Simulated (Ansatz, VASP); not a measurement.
One calculation of Ir, two programs

The input INCAR:

```
ALGO = Fast ; EDIFF = 1E-6
ENCUT = 520 ; GGA = PS
ISIF = 2 ; ISMEAR = 0
LASPH = T ; LCHARG = F
LREAL = F ; LWAVE = F
NBANDS = 36 ; NELM = 60
PREC = Accurate ; SIGMA = 0.15
```

The input KPOINTS:

```
k-points
0
Gamma
  20 20 4
```

The input POSCAR:

```
Ir
1.0
    1.9197000000     -1.9197000000      0.0000000000
    1.9197000000      0.0000000000     -1.9197000000
    8.1118127019      8.1118127019      8.1118127019
Ir
6
Direct
    0.6666666667      0.6666666667      0.0788691805
    0.0000000000      0.0000000000      0.8677187552
    0.3333333333      0.3333333333      0.2366390954
    0.6666666667      0.6666666667      0.5521789253
    0.0000000000      0.0000000000      0.3944090104
    0.3333333333      0.3333333333      0.7099488402
```

Input for Ansatz:

```yaml
crystal:
  lattice:
    - [1.9197, -1.9197, 0.0]
    - [1.9197, 0.0, -1.9197]
    - [8.1118127019, 8.1118127019, 8.1118127019]
  atoms:
    - { symbol: Ir, position: [0.6666666667, 0.6666666667, 0.0788691805] }
    - { symbol: Ir, position: [0.0, 0.0, 0.8677187552] }
    - { symbol: Ir, position: [0.3333333333, 0.3333333333, 0.2366390954] }
    - { symbol: Ir, position: [0.6666666667, 0.6666666667, 0.5521789253] }
    - { symbol: Ir, position: [0.0, 0.0, 0.3944090104] }
    - { symbol: Ir, position: [0.3333333333, 0.3333333333, 0.7099488402] }
basis:
  ecutwfc: 420
kpoints:
  mp_grid: { grid: [20, 20, 4] }
hamiltonian:
  xc: pbesol
scf:
  occupations: { method: gaussian, width: 0.15 }
output:
  forces: true
  stress: true
  eigenvalues: true
  write_density: true
  write_potential: true
  elf: true
  volumetric_format: npy
```

Alike in both runs: task single point; functional PBEsol; k mesh 20 × 20 × 4; occupations gaussian, width 0.15 eV; no spin polarisation.

|  | VASP | Ansatz |
| --- | --- | --- |
| version | VASP 6.6.1 | Ansatz 0.2.0 |
| potentials or method | VASP PAW PBE potentials, release 64 (Ir), cutoff 520 eV | scalar-relativistic, plane waves, PAW |
| valence electrons in the cell | 54 | 102 |

```tsv
	VASP	Ansatz	Ansatz less VASP
gap on the k mesh at the Fermi level (eV)	none	none	-
pressure (GPa)	-9.5	-10.3	-0.80
traceless stress, the component that is largest in VASP (GPa)	-2.63	-2.63	+0.004
rms of the force components (eV/Å)	0.340	0.330	-0.0097
```

VASP's potentials were made for PBE, not for PBEsol. Atom by atom the forces differ by 0.012 eV/Å (rms over components). A gap of «none» marks a metal or a gap that the smearing closes. VASP's potentials hold 54 valence electrons a cell and Ansatz's 102, so a difference there can come from the potentials and not from the codes.

Spin-orbit coupling is off throughout.
